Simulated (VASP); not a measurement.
A run of VASP 6.6.1 is set up as follows.

Contents of POSCAR:

```
AlN
1.0
    3.3121157418      0.0000000000      0.0000000000
   -1.6560578709      2.8683763727      0.0000000000
    0.0000000000      0.0000000000      4.1875630000
Al N
2 2
Direct
    0.6666666667      0.3333333333      0.2500000000
    0.3333333333      0.6666666667      0.7500000000
    0.6666666667      0.3333333333      0.7500000000
    0.3333333333      0.6666666667      0.2500000000
```

INCAR.step1

```
SYSTEM = AlN
PREC = Accurate
ENCUT = 520
EDIFF = 1E-5
ISMEAR = -1
SIGMA = 0.05
LREAL = .False.
LASPH = .True.
NELM = 80
ALGO = Normal
ISIF = 2
LWAVE = .True.
LCHARG = .False.
NBANDS = 16
GGA = PE
```

Contents of INCAR.step2:

```
SYSTEM = AlN
PREC = Accurate
ENCUT = 520
EDIFF = 1E-7
ISMEAR = -1
SIGMA = 0.05
LREAL = .False.
LASPH = .True.
NELM = 80
ALGO = Normal
ISIF = 2
LWAVE = .False.
LCHARG = .False.
GGA = PE
LHFCALC = .True.
AEXX = 0.05
HFSCREEN = 0.2
PRECFOCK = Normal
NBANDS = 16
ISTART = 1
```

File KPOINTS:

```
regular mesh
0
Gamma
  5 5 4
  0 0 0
```

Potentials or basis: VASP PAW PBE potentials, release 64 (Al, N).

The run is started by

```console
$ cat potpaw_PBE.64/Al/POTCAR potpaw_PBE.64/N/POTCAR > POTCAR
$ cp INCAR.step1 INCAR
$ mpirun -np 1 vasp_std > vasp.out
$ cp INCAR.step2 INCAR
$ mpirun -np 1 vasp_std > vasp.out
```

**Question.** Estimate the pressure.

**Answer.** -1.2 GPa.

**Question.** What does it give for the band gap on the k mesh?

**Answer.** 3.52 eV, direct.

Caveat: the k points lie up to 0.44 Å⁻¹ apart; the PAW data sets were made with another functional, which shifts forces and pressure a little.
